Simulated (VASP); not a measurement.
# Yb (P6_3/mmc) in VASP: further runs

The runs below take Yb through single point, with PBE.

All numbers are computed with VASP 6.6.1; they aren't measurements. Logs are shortened: lines on timing, memory, paths and dates and some standing lists are left out, and cuts for length are marked.

### 1 The cell of the first run

The structure is hexagonal, space group P6_3/mmc (No. 194). The conventional cell has a = 3.732 Å, b = 3.732 Å, c = 6.126 Å, α = 90.00°, β = 90.00°, γ = 120.00°. Yb (site symmetry -6m2) has 12 Yb at 3.73 to 3.75 Å within 4.9 Å.

This isn't the form of Yb at room conditions, which is fcc.

### 2 Single point, PBE (36.95 Å³/atom)

INCAR

```
PREC     = Accurate       # precision mode
ENCUT    = 520            # plane-wave cutoff, eV
EDIFF    = 1E-7           # SCF threshold, eV
ISMEAR   = -1             # smearing method
SIGMA    = 0.1            # smearing width, eV
LREAL    = False          # projectors in reciprocal space
LASPH    = True           # aspherical terms in the spheres
NELM     = 100            # most SCF steps
ALGO     = Normal         # electronic algorithm
ISIF     = 2              # what is computed and relaxed
LWAVE    = False          # write WAVECAR
LCHARG   = False          # write CHGCAR
GGA      = PE             # functional
NBANDS   = 31             # bands
```

KPOINTS

```
regular mesh
0
Gamma
  16 16 9
```

POSCAR

```
Yb
1.0
    3.7323804442      0.0000000000      0.0000000000
   -1.8661902221      3.2323362813      0.0000000000
    0.0000000000      0.0000000000      6.1260416142
Yb
2
Direct
    0.3333333333      0.6666666667      0.2500000000
    0.6666666667      0.3333333333      0.7500000000
```

Potentials or basis: VASP PAW PBE potentials, release 64 (Yb).

The run is started by

```bash
$ cat potpaw_PBE.64/Yb/POTCAR > POTCAR
$ mpirun -np 1 vasp_std > vasp.out
```

OUTCAR:

```text
PREC = Accurate
   ENCUT = 520
   EDIFF = 1E-7
   ISMEAR = -1
   LREAL = False
   LASPH = True
   NELM = 100
   ISIF = 2
   GGA = PE

 ion  position               nearest neighbor table
   1  0.333  0.667  0.250-   2 3.75   2 3.75   2 3.75   2 3.75   2 3.75   2 3.75
   2  0.667  0.333  0.750-   1 3.75   1 3.75   1 3.75   1 3.75   1 3.75   1 3.75

  LATTYP: Found a hexagonal cell.
 ALAT       =     3.7323804442
 C/A-ratio  =     1.6413229320

  Lattice vectors:

 A1 = (   3.7323804442,   0.0000000000,   0.0000000000)
 A2 = (  -1.8661902221,   3.2323362813,   0.0000000000)
 A3 = (   0.0000000000,   0.0000000000,   6.1260416142)

Analysis of symmetry for initial positions (statically):
=====================================================================
 Subroutine PRICEL returns:
 Original cell was already a primitive cell.

 Routine SETGRP: Setting up the symmetry group for a
 hexagonal supercell.

 Subroutine GETGRP returns: Found 24 space group operations
 (whereof 12 operations were pure point group operations)
 out of a pool of 24 trial point group operations.

The static configuration has the point symmetry D_3d.
 The point group associated with its full space group is D_6h.

Analysis of symmetry for dynamics (positions and initial velocities):
=====================================================================
 Subroutine PRICEL returns:
 Original cell was already a primitive cell.

 Routine SETGRP: Setting up the symmetry group for a
 hexagonal supercell.

 Subroutine GETGRP returns: Found 24 space group operations
 (whereof 12 operations were pure point group operations)
 out of a pool of 24 trial point group operations.

The dynamic configuration has the point symmetry D_3d.
 The point group associated with its full space group is D_6h.

 Subroutine INISYM returns: Found 24 space group operations
 (whereof 12 operations are pure point group operations),
 and found     1 'primitive' translations

----------------------------------------------------------------------------------------

                                     Primitive cell

  volume of cell :      73.9065

  direct lattice vectors                    reciprocal lattice vectors
     3.732380444  0.000000000  0.000000000     0.267925528  0.154686876  0.000000000
    -1.866190222  3.232336281  0.000000000     0.000000000  0.309373751  0.000000000
[... 74 lines left out ...]
   NGXF,Y,Z  is equivalent  to a cutoff of  24.94, 24.94, 26.05 a.u.
 SYSTEM =  unknown system
   PREC   = accura    normal or accurate (medium, high low for compatibility)
   ISTART =      0    job   : 0-new  1-cont  2-samecut
   ICHARG =      2    charge: 1-file 2-atom 10-const
   ISPIN  =      1    spin polarized calculation?
   LNONCOLLINEAR =      F non collinear calculations
   LSORBIT =      F    spin-orbit coupling
   LASPH  =      T    aspherical Exc in radial PAW
   ENCUT  =  520.0 eV  38.22 Ry    6.18 a.u.   6.94  6.94 11.39*2*pi/ulx,y,z
   NELM   =    100;   NELMIN=  2; NELMDL= -5     # of ELM steps
   EDIFF  = 0.1E-06   stopping-criterion for ELM
   LREAL  =      F    real-space projection
   EDIFFG = 0.1E-05   stopping-criterion for IOM
   NSW    =      0    number of steps for IOM
   IBRION =     -1    ionic relax: 0-MD 1-quasi-New 2-CG
   NFREE  =      0    steps in history (QN), initial steepest desc. (CG)
   ISIF   =      2    stress and relaxation
   ISYM   =      2    0-nonsym 1-usesym 2-fastsym
   POTIM  = 0.5000    time-step for ionic-motion
   TEBEG  =    0.0;   TEEND  =   0.0 temperature during run
   PSTRESS=    0.0 pullay stress
   NELECT =      48.0000    total number of electrons
   NUPDOWN=      -1.0000    fix difference up-down
   EMIN   =  10.00;   EMAX   =-10.00  energy-range for DOS
   EFERMI =   0.00;   METHOD = LEGACY
   ISMEAR =    -1;   SIGMA  =   0.10  broadening in eV -4-tet -1-fermi 0-gaus
   EFERMI_NEDOS =   21; number of points for ismear=-14 and -15
   IALGO  =     38    algorithm
   IMIX   =      4    mixing-type and parameters
     AMIX     =   0.40;   BMIX     =  1.00
     AMIX_MAG =   1.60;   BMIX_MAG =  1.00
  volume/ion in A,a.u.               =      36.95       249.37
  Fermi-wavevector in a.u.,A,eV,Ry     =   1.417733  2.679127 27.347259  2.009967
  Thomas-Fermi vector in A             =   2.538932
   LORBIT       =      0    0 simple, 1 ext, 2 COOP (PROOUT), +10 PAW based schemes
   GGA     = PE    functional components
   LHFCALC =     F    Hartree Fock is set to
   AEXX    =    0.0000 exact exchange contribution
   IVDW    =     0    specifies the selected vdW correction
   LEPSILON=     F    determine dielectric tensor
   LRPA    =     F    only Hartree local field effects (RPA)
 non-spin polarized calculation
  energy-cutoff  :      520.00
  volume of cell :       73.91
 maximum number of plane-waves:      2014
 NGX is ok and might be reduce to    28
   NGX = 13   NGY = 13   NGZ = 23

 number of electron      48.0000010 magnetization

 Free energy of the ion-electron system (eV)
  ---------------------------------------------------
  ext. energy  EPLUGINS =         0.00000000
  ---------------------------------------------------
  free energy    TOTEN  =        -7.19646014 eV

  energy without entropy =       -6.99997928  energy(sigma->0) =       -7.09821971

 E-fermi :   1.4981     XC(G=0):  -9.3284

 val. band max:        1.4928700858   @ k =   0.4375   0.1250   0.0000
 cond. band min:       1.5060092927   @ k =   0.1875   0.1250   0.0000
 fundamental gap:      0.0131392069
 Fermi energy:         1.4981040525

 k-point     1 :       0.0000    0.0000    0.0000
  band No.  band energies     occupation
      1     -50.3461      2.00000
      2     -50.3321      2.00000
      3     -22.8308      2.00000
      4     -22.5734      2.00000
      5     -22.5734      2.00000
      6     -22.5325      2.00000
[... 805 lines left out ...]
     30       5.9194      0.00000
     31       6.2675      0.00000

 [... further k-points ...]
[... 5 lines left out ...]
  --------------------------------------------------------------------------------------
  -------------------------------------------------------------------------------------
  Total       -0.4730356     -0.4730356     -0.4428745      0.0000000      0.0000000      0.0000000
  in kB      -10.2546781    -10.2546781     -9.6008316      0.0000000      0.0000000      0.0000000
  external PRESSURE =     -10.0367293 kB  Pullay stress =       0.0000000 kB

 VOLUME and BASIS-vectors are now :
 -----------------------------------------------------------------------------
  energy-cutoff  :      520.00
  volume of cell :       73.91
      direct lattice vectors                 reciprocal lattice vectors
     3.732380444  0.000000000  0.000000000     0.267925528  0.154686876  0.000000000
    -1.866190222  3.232336281  0.000000000     0.000000000  0.309373751  0.000000000
     0.000000000  0.000000000  6.126041614     0.000000000  0.000000000  0.163237546

 POSITION                                       TOTAL-FORCE (eV/Angst)
 -----------------------------------------------------------------------------------
     -0.00000      2.15489      1.53151         0.000000      0.000000      0.000000
      1.86619      1.07745      4.59453        -0.000000     -0.000000     -0.000000
 -----------------------------------------------------------------------------------
    total drift:                               -0.000000      0.000000     -0.000000

  FREE ENERGIE OF THE ION-ELECTRON SYSTEM (eV)
  ---------------------------------------------------
  free  energy   TOTEN  =        -7.1964601404 eV

  energy  without entropy=       -6.9999792840  energy(sigma->0) =       -7.09821971
```

OSZICAR:

```text
N       E                     dE             d eps       ncg     rms          rms(c)
DAV:   1     0.320686884698E+03    0.32069E+03   -0.15876E+04 13574   0.101E+04
DAV:   2     0.559210926116E+02   -0.26477E+03   -0.25031E+03 13437   0.869E+02
DAV:   3     0.411007971817E+01   -0.51811E+02   -0.50613E+02 14843   0.205E+02
DAV:   4    -0.508688602398E+01   -0.91970E+01   -0.91016E+01 17666   0.690E+01
[... 20 lines left out ...]
DAV:  25    -0.719645956531E+01    0.44587E-05   -0.96510E-06 16080   0.143E-01    0.365E-01
DAV:  26    -0.719646037588E+01   -0.81057E-06   -0.94229E-06 18056   0.874E-02    0.298E-01
DAV:  27    -0.719646001651E+01    0.35937E-06   -0.16793E-06 13520   0.315E-02    0.225E-01
DAV:  28    -0.719646012464E+01   -0.10813E-06   -0.68505E-07 10112   0.121E-02    0.148E-01
DAV:  29    -0.719646014037E+01   -0.15736E-07   -0.44813E-07 11198   0.243E-02
   1 F= -.71964601E+01 E0= -.70982197E+01  d E =-.196481E+00
```

Wall time 5.6 min (1 thread of Intel Xeon 6975P-C (Granite Rapids), shared host); peak memory 0.42 GiB.

What came out:

```
Free energy            : -7.1965 eV
Pressure               : -1.0 GPa
Band gap on the k mesh : zero (bands 24 and 25 overlap by 0.22 eV)
```

Caveat: spin-orbit coupling is left out, which moves the levels of the heavy elements. Spin polarisation is off, so any magnetic state and its effect on volume and gap are missing.

### 3 Single point, PBE (38.37 Å³/atom)

This run uses another cell than the first one, of 38.37 Å³/atom.

INCAR

```
SYSTEM = Yb
  PREC = Accurate
  ENCUT = 520
  EDIFF = 1E-7
  ISMEAR = -1
  SIGMA = 0.1
  LREAL = .FALSE.
  LASPH = .TRUE.
  NELM = 80
  ALGO = Normal
  ISIF = 2
  LWAVE = .FALSE.
  LCHARG = .FALSE.
  GGA = PE
  NBANDS = 31
```

KPOINTS

```
Automatic mesh
0
G
  16 16 9
  0 0 0
```

POSCAR

```
Yb
1.0
    3.7796307823      0.0000000000      0.0000000000
   -1.8898153911      3.2732562744      0.0000000000
    0.0000000000      0.0000000000      6.2035946777
Yb
2
Direct
    0.3333333333      0.6666666667      0.2500000000
    0.6666666667      0.3333333333      0.7500000000
```

Potentials or basis: VASP PAW PBE potentials, release 64 (Yb).

The run is started by

```bash
$ cat potpaw_PBE.64/Yb/POTCAR > POTCAR
$ mpirun -np 1 vasp_std > vasp.out
```

It took 6.5 min on 1 thread of Intel Xeon 6975P-C (Granite Rapids), shared host; peak memory 0.42 GiB.

The run converged. Its results:

* Free energy: -7.1766 eV
* Pressure: -1.4 GPa
* Band gap on the k mesh: zero (bands 24 and 25 overlap by 0.25 eV)

Levels at points of the mesh, in eV from the Fermi level:
```tsv
k point	band 20	band 21	band 22	band 23	band 24	band 25	band 26	band 27	band 28	band 29
(0.00, 0.00, 0.00)	-0.49	-0.46	-0.46	-0.44	-0.44	0.19	2.70	2.74	2.74	3.27
(0.50, 0.00, 0.00)	-0.47	-0.46	-0.45	-0.44	-0.43	-0.07	0.17	1.61	2.30	2.60
```

Caveat: spin-orbit coupling is left out, which moves the levels of the heavy elements. Spin polarisation is off, so any magnetic state and its effect on volume and gap are missing.

### 4 Single point, PBE (39.80 Å³/atom)

This run uses another cell than the first one, of 39.80 Å³/atom.

INCAR

```
PREC = Accurate ; ENCUT = 520
EDIFF = 1E-6 ; ISMEAR = -1
SIGMA = 0.1 ; LREAL = F
LASPH = T ; NELM = 60
ALGO = Normal ; ISIF = 2
LWAVE = F ; LCHARG = T
GGA = PE ; LELF = T
LVHAR = T ; NBANDS = 31
```

KPOINTS

```
Automatic mesh
0
Gamma
  16 16 9
```

POSCAR

```
Yb
1.0
    3.8257283838      0.0000000000      0.0000000000
   -1.9128641919      3.3131779684      0.0000000000
    0.0000000000      0.0000000000      6.2792557281
Yb
2
Direct
    0.3333333333      0.6666666667      0.2500000000
    0.6666666667      0.3333333333      0.7500000000
```

The run is started by

```bash
$ cat potpaw_PBE.64/Yb/POTCAR > POTCAR
$ mpirun -np 1 vasp_std > vasp.out
```

It took 8.9 min on 1 thread of Intel Xeon 6975P-C (Granite Rapids), shared host; peak memory 0.44 GiB.

It converged, with:

* Free energy: -7.1477 eV
* Pressure: -1.4 GPa
* Band gap on the k mesh: zero (bands 24 and 25 overlap by 0.27 eV)

Levels at points of the mesh, in eV from the Fermi level:
```csv
k point,band 20,band 21,band 22,band 23,band 24,band 25,band 26,band 27,band 28,band 29
"(0.00, 0.00, 0.00)",-0.49,-0.46,-0.46,-0.44,-0.44,0.13,2.66,2.70,2.70,3.21
"(0.50, 0.00, 0.00)",-0.47,-0.46,-0.45,-0.44,-0.43,-0.04,0.18,1.56,2.23,2.57
```

Caveat: spin-orbit coupling is left out, which moves the levels of the heavy elements. Spin polarisation is off, so any magnetic state and its effect on volume and gap are missing.

### 5 Summary

| cell | gap on the mesh (eV) | pressure (GPa) |
| --- | --- | --- |
| a = 3.732, b = 3.732, c = 6.126 Å, angles 90.0, 90.0, 120.0°, 2 atoms | none | -1.0 |
| a = 3.780, b = 3.780, c = 6.204 Å, angles 90.0, 90.0, 120.0°, 2 atoms | none | -1.4 |
| a = 3.826, b = 3.826, c = 6.279 Å, angles 90.0, 90.0, 120.0°, 2 atoms | none | -1.4 |

Alike in all rows: task single point; level PBE; potentials or basis VASP PAW PBE potentials, release 64 (Yb); no spin polarisation; k mesh 16 × 16 × 9; cutoff (eV) 520; smearing fermi-dirac 0.1 eV.

Caveats: spin-orbit coupling is left out, which moves the levels of the heavy elements.

Absolute energies hang on the potentials; compare differences alone.
